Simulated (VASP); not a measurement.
## BaTe: single point with PBE

Crystal: BaTe.

```
Ba Te
1.0
     3.48029    3.48029    0.00000
    -3.48029    3.48029    0.00000
     0.00000    0.00000    7.09472
Ba Te
2 2
Direct
  0.00000 0.00000 0.00000
  0.50000 0.50000 0.50000
  0.50000 0.50000 0.00000
  0.00000 0.00000 0.50000
```

```json
{
  "Program": "VASP 6.6.1",
  "Task": "single point",
  "Functional": "PBE",
  "Potentials or basis": "VASP PAW PBE potentials, release 64 (Ba_sv, Te)",
  "Cutoff": "520 eV",
  "k mesh": "6 × 6 × 4",
  "Occupations": "gaussian, width 0.02 eV",
  "Spin": "no spin polarisation",
  "Dipole correction": "no",
  "Further INCAR settings": "ALGO = Normal; EDIFF = 1e-06; NBANDS = 24"
}
```

- Pressure: 1.1 GPa
- Band gap on the k mesh: 1.51 eV

Stress tensor (GPa, compression positive):
```
1.56 0.00 0.00
0.00 1.56 0.00
0.00 0.00 0.28
```

Levels at points of the mesh, in eV from the valence-band top:
```
           k point  band 14  band 15  band 16  band 17  band 18  band 19
(0.00, 0.00, 0.00)    -0.05     0.00     0.00     1.51     2.83     2.86
(0.50, 0.00, 0.00)    -1.08    -0.84    -0.84     3.84     3.84     4.10
(0.50, 0.50, 0.00)    -0.43    -0.40    -0.40     1.51     1.51     4.39
(0.00, 0.00, 0.50)    -0.29    -0.29    -0.29     2.04     2.04     3.82
(0.50, 0.00, 0.50)    -1.15    -1.14    -1.14     4.17     4.17     4.73
(0.50, 0.50, 0.50)    -0.93    -0.93    -0.93     3.42     3.42     3.42
```

It took 59 s on 1 thread of AMD EPYC 9R45 96-Core Processor (Zen 5), on a shared host, peak memory 0.31 GiB.

Caveat: spin-orbit coupling is left out, which moves the levels of the heavy elements. A k mesh can miss the band edges.
